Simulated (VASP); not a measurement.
# ZrAg2N2 (P-3m1) in VASP: a series of runs, part 2 of 2

VASP 6.6.1. The steps go on from the part before.

**3. Single point, PBE**

Contents of INCAR:

```
  PREC = Accurate
  ENCUT = 520
  EDIFF = 1E-6
  ISMEAR = -1
  SIGMA = 0.15
  LREAL = False
  LASPH = True
  NELM = 60
  ALGO = Normal
  ISIF = 2
  LWAVE = False
  LCHARG = True
  GGA = PE
  LELF = True
  LVHAR = True
  NBANDS = 30
```

Contents of KPOINTS:

```
Automatic mesh
0
Gamma
  12 12 6
```

Contents of POSCAR:

```
ZrAg2N2
1.0
    3.3146193661      0.0000000000      0.0000000000
   -1.6573096831      2.8705445749      0.0000000000
    0.0000000000      0.0000000000      7.4488530357
Zr Ag N
1 2 2
Direct
    0.0000000000      0.0000000000      0.0000000000
    0.6666666667      0.3333333333      0.3560262186
    0.3333333333      0.6666666667      0.6439737814
    0.6666666667      0.3333333333      0.8512518626
    0.3333333333      0.6666666667      0.1487481374
```

Potentials or basis: VASP PAW PBE potentials, release 64 (Zr_sv, Ag, N).

The run is started by

```console
> cat potpaw_PBE.64/Zr_sv/POTCAR potpaw_PBE.64/Ag/POTCAR potpaw_PBE.64/N/POTCAR > POTCAR
> mpirun -np 1 vasp_std > vasp.out
```

OUTCAR:

```text
PREC = Accurate
   ENCUT = 520
   EDIFF = 1E-6
   ISMEAR = -1
   LREAL = False
   LASPH = True
   NELM = 60
   ISIF = 2
   GGA = PE

 ion  position               nearest neighbor table
   1  0.000  0.000  0.000-   4 2.21   5 2.21   4 2.21   5 2.21   4 2.21   5 2.21   2 3.27   3 3.27
                             3 3.27   2 3.27   2 3.27   3 3.27
   2  0.667  0.333  0.356-   5 2.46   5 2.46   5 2.46   3 2.87   3 2.87   3 2.87   1 3.27   1 3.27
                             1 3.27
   3  0.333  0.667  0.644-   4 2.46   4 2.46   4 2.46   2 2.87   2 2.87   2 2.87   1 3.27   1 3.27
                             1 3.27
   4  0.667  0.333  0.851-   1 2.21   1 2.21   1 2.21   3 2.46   3 2.46   3 2.46
   5  0.333  0.667  0.149-   1 2.21   1 2.21   1 2.21   2 2.46   2 2.46   2 2.46

  LATTYP: Found a hexagonal cell.
 ALAT       =     3.3146193661
 C/A-ratio  =     2.2472725260

  Lattice vectors:

 A1 = (   3.3146193661,   0.0000000000,   0.0000000000)
 A2 = (  -1.6573096831,   2.8705445749,   0.0000000000)
 A3 = (   0.0000000000,   0.0000000000,   7.4488530357)

Analysis of symmetry for initial positions (statically):
=====================================================================
[... 182 lines left out ...]
 fundamental gap:      0.0364475702
 Fermi energy:         7.4532693013

 k-point     1 :       0.0000    0.0000    0.0000
  band No.  band energies     occupation
      1     -40.8734      2.00000
      2     -19.1189      2.00000
      3     -18.6405      2.00000
      4     -18.6405      2.00000
      5      -6.7678      2.00000
      6      -5.1107      2.00000
[... 781 lines left out ...]
     29      15.0993      0.00000
     30      16.1789      0.00000

 [... further k-points ...]

------------------------ aborting loop because EDIFF is reached ----------------------------------------

  FORCE on cell =-STRESS in cart. coord.  units (eV):
  Direction    XX          YY          ZZ          XY          YZ          ZX
  --------------------------------------------------------------------------------------
  -------------------------------------------------------------------------------------
  Total        0.0258887      0.0258887     -0.0124293     -0.0000000      0.0000000      0.0000000
  in kB        0.5852394      0.5852394     -0.2809773     -0.0000000      0.0000000      0.0000000
  external PRESSURE =       0.2965005 kB  Pullay stress =       0.0000000 kB

 VOLUME and BASIS-vectors are now :
 -----------------------------------------------------------------------------
  energy-cutoff  :      520.00
  volume of cell :       70.87
      direct lattice vectors                 reciprocal lattice vectors
     3.314619366  0.000000000  0.000000000     0.301693766  0.174182977  0.000000000
    -1.657309683  2.870544575  0.000000000     0.000000000  0.348365954  0.000000000
     0.000000000  0.000000000  7.448853036     0.000000000  0.000000000  0.134248856

 POSITION                                       TOTAL-FORCE (eV/Angst)
 -----------------------------------------------------------------------------------
      0.00000      0.00000      0.00000        -0.000000      0.000000      0.000000
      1.65731      0.95685      2.65199        -0.000000      0.000000     -0.001079
     -0.00000      1.91370      4.79687         0.000000     -0.000000      0.001079
      1.65731      0.95685      6.34085         0.000000      0.000000     -0.023607
     -0.00000      1.91370      1.10800        -0.000000     -0.000000      0.023607
 -----------------------------------------------------------------------------------
    total drift:                                0.000000     -0.000000      0.000000

  FREE ENERGIE OF THE ION-ELECTRON SYSTEM (eV)
  ---------------------------------------------------
  free  energy   TOTEN  =       -32.0694478679 eV

  energy  without entropy=      -31.9618770867  energy(sigma->0) =      -32.01566248
```

stdout:

```text
POSCAR found type information on POSCAR ZrAgN
 POSCAR found :  3 types and       5 ions
 scaLAPACK will be used
 LDA part: xc-table for (Slater+PW92), standard interpolation
 POSCAR, INCAR and KPOINTS ok, starting setup
 FFT: planning ... GRIDC
 FFT: planning ... GRID_SOFT
 FFT: planning ... GRID
 WAVECAR not read
 entering main loop
```

It took 4 min on 1 thread of Intel Xeon 8259CL, shared host; peak memory 0.34 GiB.

Results:

```yaml
Free_energy: -32.0694 eV
Pressure: 0.0 GPa
Largest_force: 0.024 eV/Å
Band_gap_on_the_k_mesh: zero (bands 22 and 23 overlap by 0.44 eV)
```

Forces on the atoms (eV/Å):
```
Zr   0.000  0.000  0.000
Ag   0.000  0.000 -0.001
Ag   0.000  0.000  0.001
N    0.000  0.000 -0.024
N    0.000  0.000  0.024
```

Levels at points of the mesh, in eV from the Fermi level:
| k point | band 20 | band 21 | band 22 | band 23 | band 24 | band 25 |
| --- | --- | --- | --- | --- | --- | --- |
| (0.00, 0.00, 0.00) | -2.23 | -1.95 | -0.04 | -0.04 | 2.80 | 2.80 |
| (0.50, 0.00, 0.00) | -1.64 | -1.04 | -0.76 | 2.37 | 2.69 | 3.33 |
| (0.00, 0.00, 0.50) | -2.60 | -0.26 | 0.03 | 0.03 | 2.84 | 2.84 |
| (0.50, 0.00, 0.50) | -1.54 | -1.28 | -0.38 | 2.23 | 2.78 | 2.79 |

**4. Relaxation of cell and atoms, PBE**

Contents of INCAR:

```
SYSTEM = ZrAg2N2
  ALGO = Normal
  EDIFF = 1E-7
  EDIFFG = -0.005
  ENCUT = 600
  GGA = PE
  IBRION = 2
  ISIF = 3
  ISMEAR = 0
  LASPH = .True.
  LCHARG = .False.
  LREAL = .False.
  LWAVE = .False.
  NELM = 60
  NSW = 100
  PREC = Accurate
  SIGMA = 0.1
```

Contents of KPOINTS:

```
k-points
0
Gamma
  12 12 6
  0 0 0
```

Contents of POSCAR:

```
ZrAg2N2
1.0
    3.3188116835      0.0000000000      0.0000000000
   -1.6594058417      2.8741752283      0.0000000000
    0.0000000000      0.0000000000      7.4153753180
Zr Ag N
1 2 2
Direct
    0.0000000000      0.0000000000      0.0000000000
    0.6666666667      0.3333333333      0.3557756401
    0.3333333333      0.6666666667      0.6442243599
    0.6666666667      0.3333333333      0.8506353790
    0.3333333333      0.6666666667      0.1493646210
```

The run is started by

```console
> cat potpaw_PBE.64/Zr_sv/POTCAR potpaw_PBE.64/Ag/POTCAR potpaw_PBE.64/N/POTCAR > POTCAR
> mpirun -np 1 vasp_std > vasp.out
```

Wall time 15 min (1 thread of Intel Xeon 8259CL, shared host); peak memory 0.38 GiB.

It converged, with:

```yaml
Free_energy: -32.0209 eV
Relaxed_volume: 14.15 Å³/atom
Relaxed_cell: a = 3.317 Å, b = 3.317 Å, c = 7.424 Å, α = 90.00°, β = 90.00°, γ = 120.00°
Space_group_after_relaxing_to_0.1_Å: P-3m1 (No. 164)
Energy_gained_by_relaxing: 0.0 meV/atom
Ionic_steps: 5
Pressure_after_relaxing: 0.0 GPa
Band_gap_on_the_k_mesh: zero (bands 22 and 23 overlap by 0.44 eV)
```

Forces in eV/Å, atoms in the order of the input:
```
Zr   0.000  0.000  0.000
Ag   0.000  0.000  0.002
Ag   0.000  0.000 -0.002
N    0.000  0.000  0.003
N    0.000  0.000 -0.003
```

Final structure:
```
Zr Ag N
1.0
     3.31724    0.00000    0.00000
    -1.65862    2.87281    0.00000
     0.00000    0.00000    7.42412
Zr Ag N
1 2 2
Direct
  0.00000 0.00000 0.00000
  0.66667 0.33333 0.35601
  0.33333 0.66667 0.64399
  0.66667 0.33333 0.85062
  0.33333 0.66667 0.14938
```

Levels at points of the mesh, in eV from the Fermi level:
```tsv
k point	band 20	band 21	band 22	band 23	band 24	band 25
(0.00, 0.00, 0.00)	-2.11	-1.85	0.06	0.06	2.89	2.89
(0.50, 0.00, 0.00)	-1.52	-0.95	-0.67	2.47	2.80	3.44
(0.00, 0.00, 0.50)	-2.49	-0.15	0.13	0.13	2.93	2.93
(0.50, 0.00, 0.50)	-1.44	-1.19	-0.28	2.34	2.89	2.90
```

**5. Relaxation of cell and atoms, PBE**

Contents of INCAR:

```
SYSTEM = ZrAg2N2
  PREC = Accurate
  ENCUT = 600
  EDIFF = 1E-6
  ISMEAR = -1
  SIGMA = 0.15
  LREAL = .False.
  LASPH = .True.
  NELM = 80
  ALGO = Normal
  ISIF = 3
  LWAVE = .False.
  LCHARG = .False.
  GGA = PE
  IBRION = 2
  NSW = 80
  EDIFFG = -0.001
```

Contents of KPOINTS:

```
regular mesh
0
Gamma
  12 12 6
  0 0 0
```

Contents of POSCAR:

```
ZrAg2N2
1.0
    3.3170002528      0.0000000000      0.0000000000
   -1.6585001264      2.8726064833      0.0000000000
    0.0000000000      0.0000000000      7.4341673365
Zr Ag N
1 2 2
Direct
    0.0000000000      0.0000000000      0.0000000000
    0.6666666667      0.3333333333      0.3559651578
    0.3333333333      0.6666666667      0.6440348422
    0.6666666667      0.3333333333      0.8509905413
    0.3333333333      0.6666666667      0.1490094587
```

The run is started by

```console
> cat potpaw_PBE.64/Zr_sv/POTCAR potpaw_PBE.64/Ag/POTCAR potpaw_PBE.64/N/POTCAR > POTCAR
> mpirun -np 1 vasp_std > vasp.out
```

Run time: 20 min. Hardware: 1 thread of Intel Xeon 8259CL, shared host; peak memory 0.39 GiB.

The run converged. Its results:

- Free energy: -32.0724 eV
- Relaxed volume: 14.16 Å³/atom
- Relaxed cell: a = 3.315 Å, b = 3.315 Å, c = 7.439 Å, α = 90.00°, β = 90.00°, γ = 120.00°
- Space group after relaxing (to 0.1 Å): P-3m1 (No. 164)
- Energy gained by relaxing: 0.0 meV/atom
- Ionic steps: 15
- Pressure after relaxing: 0.0 GPa
- Band gap on the k mesh: zero (bands 22 and 23 overlap by 0.44 eV)

Final structure:
```
Zr Ag N
1.0
     3.31485    0.00000    0.00000
    -1.65743    2.87074    0.00000
     0.00000    0.00000    7.43910
Zr Ag N
1 2 2
Cartesian
  0.0000 0.0000 0.0000
  1.6574 0.9569 2.6491
  0.0000 1.9138 4.7900
  1.6574 0.9569 6.3299
  0.0000 1.9138 1.1092
```

Levels at points of the mesh, in eV from the Fermi level:
| k point | band 18 | band 19 | band 20 | band 21 | band 22 | band 23 | band 24 | band 25 | band 26 |
| --- | --- | --- | --- | --- | --- | --- | --- | --- | --- |
| (0.00, 0.00, 0.00) | -2.46 | -2.46 | -2.22 | -1.95 | -0.04 | -0.04 | 2.80 | 2.80 | 3.84 |
| (0.50, 0.00, 0.00) | -2.23 | -2.03 | -1.63 | -1.04 | -0.76 | 2.37 | 2.69 | 3.33 | 4.63 |
| (0.00, 0.00, 0.50) | -3.11 | -2.59 | -2.59 | -0.26 | 0.03 | 0.03 | 2.84 | 2.84 | 3.11 |
| (0.50, 0.00, 0.50) | -2.23 | -2.08 | -1.55 | -1.28 | -0.38 | 2.23 | 2.79 | 2.79 | 4.42 |

**6. The runs side by side**

| task | cell | cutoff (eV) | smearing | gap on the mesh (eV) | pressure (GPa) | relaxed volume (Å³/atom) | largest force (eV/Å) |
| --- | --- | --- | --- | --- | --- | --- | --- |
| single point | a = 3.317, b = 3.317, c = 7.434 Å, angles 90.0, 90.0, 120.0°, 5 atoms | 520 | gaussian 0.1 eV | none | 0.0 | - | 0.02 |
| single point | a = 3.315, b = 3.315, c = 7.449 Å, angles 90.0, 90.0, 120.0°, 5 atoms | 520 | fermi-dirac 0.15 eV | none | 0.0 | - | 0.02 |
| relaxation of cell and atoms | relaxed from a = 3.319, b = 3.319, c = 7.415 Å, angles 90.0, 90.0, 120.0°, 5 atoms | 600 | gaussian 0.1 eV | none | 0.0 | 14.15 | - |
| relaxation of cell and atoms | relaxed from a = 3.317, b = 3.317, c = 7.434 Å, angles 90.0, 90.0, 120.0°, 5 atoms | 600 | fermi-dirac 0.15 eV | none | 0.0 | 14.16 | - |

Alike in all rows: level PBE; potentials or basis VASP PAW PBE potentials, release 64 (Zr_sv, Ag, N); no spin polarisation; k mesh 12 × 12 × 6.

Absolute energies hang on the potentials; compare differences alone.
